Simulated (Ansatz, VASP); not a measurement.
FeO: VASP beside Ansatz

Contents of INCAR:

```
PREC = Accurate ; ENCUT = 520
EDIFF = 1E-6 ; ISMEAR = -1
SIGMA = 0.05 ; LREAL = False
LASPH = True ; NELM = 150
ALGO = Normal ; ISIF = 2
LWAVE = False ; LCHARG = True
ISPIN = 2 ; MAGMOM = -2.68 0
LORBIT = 11 ; LMAXMIX = 4
GGA = PE ; LELF = True
LVHAR = True ; NBANDS = 18
```

Contents of KPOINTS:

```
Automatic mesh
0
Gamma
  11 11 11
```

Contents of POSCAR:

```
FeO
1.0
    1.5188209023      0.8768916568      2.5195772846
   -1.5188209023      0.8768916568      2.5195772846
    0.0000000000     -1.7537833136      2.5195772846
Fe O
1 1
Direct
    0.0000000000      0.0000000000      0.0000000000
    0.5000000000      0.5000000000      0.5000000000
```

input.yaml

```yaml
crystal:
  lattice:
    - [1.5188209023, 0.8768916568, 2.5195772846]
    - [-1.5188209023, 0.8768916568, 2.5195772846]
    - [0.0, -1.7537833136, 2.5195772846]
  atoms:
    - { symbol: Fe, position: [0.0, 0.0, 0.0], spin: -2.68 }
    - { symbol: O, position: [0.5, 0.5, 0.5] }
hamiltonian:
  xc: pbe
  pseudopotentials: { kind: paw }
magnetization:
  spin_polarized: true
kpoints:
  mp_grid: { grid: [11, 11, 11] }
scf:
  occupations: { method: fermi_dirac, width: 0.05 }
output:
  forces: true
  stress: true
  eigenvalues: true
  write_density: true
  write_potential: true
  elf: true
  volumetric_format: npy
```

Alike in both runs: task single point; functional PBE; k mesh 11 × 11 × 11; occupations fermi-dirac, width 0.05 eV; collinear spin.

|  | VASP | Ansatz |
| --- | --- | --- |
| version | VASP 6.6.1 | Ansatz 0.2.0 |
| potentials or method | VASP PAW PBE potentials, release 64 (Fe, O) | Ansatz PAW |
| plane-wave cutoff (eV) | 520 | 420 |
| valence electrons in the cell | 14 | 22 |

Ansatz gave:

| Item | Value |
| --- | --- |
| gap on the k mesh at the Fermi level (eV) | none |
| pressure (GPa) | -1.2 |
| traceless stress, the component that is largest in VASP (GPa) | -0.63 |
| net moment per atom (μB) | 2.00 |
| size of the moment on the site where the two differ most (μB) | 3.45 |

Q: Which values does VASP return?

A: gap on the k mesh at the Fermi level (eV): none; pressure (GPa): -1.2; traceless stress, the component that is largest in VASP (GPa): -0.67; net moment per atom (μB): 2.00; size of the moment on the site where the two differ most (μB): 3.62.

Site moments also hang on the region over which each program counts them. A gap of «none» marks a metal or a gap that the smearing closes. VASP's potentials hold 14 valence electrons a cell and Ansatz's 22, so a difference there can come from the potentials and not from the codes.
